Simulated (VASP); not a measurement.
Mg: single point with PBE+D4

Crystal: Mg.

```
Mg
1.0
     3.23055    0.00000    0.00000
    -1.61528    2.79774    0.00000
     0.00000    0.00000    5.24481
Mg
2
Direct
  0.66667 0.33333 0.75000
  0.33333 0.66667 0.25000
```

- Program: VASP 6.6.1
- Task: single point
- Functional: PBE
- Dispersion: D4
- Potentials or basis: VASP PAW PBE potentials, release 64 (Mg)
- Cutoff: 520 eV
- k mesh: 10 × 10 × 5
- Occupations: fermi-dirac, width 0.05 eV
- Spin: no spin polarisation

```json
{"Pressure": "-2.2 GPa", "Band gap on the k mesh": "zero (band 2 reaches 3.14 eV, above the bottom of band 3 at 1.22 eV)", "Dispersion energy per atom": "-0.158 eV"}
```

Stress tensor (GPa, compression positive):
```
-2.55  0.00  0.00
 0.00 -2.55  0.00
 0.00  0.00 -1.35
```

Levels at points of the mesh, in eV from the Fermi level:
```tsv
k point	band 1	band 2	band 3	band 4	band 5	band 6
(0.00, 0.00, 0.00)	-6.82	-1.66	-1.27	10.73	10.73	10.78
(0.50, 0.00, 0.00)	-2.13	-2.11	2.59	2.98	3.16	3.58
```

Run time: 9.3 s on 1 thread of Intel(R) Xeon(R) Platinum 8488C (Sapphire Rapids) (shared host), peak memory 0.16 GiB.

Caveat: pairwise dispersion overbinds metals, which lowers pressure and volume.
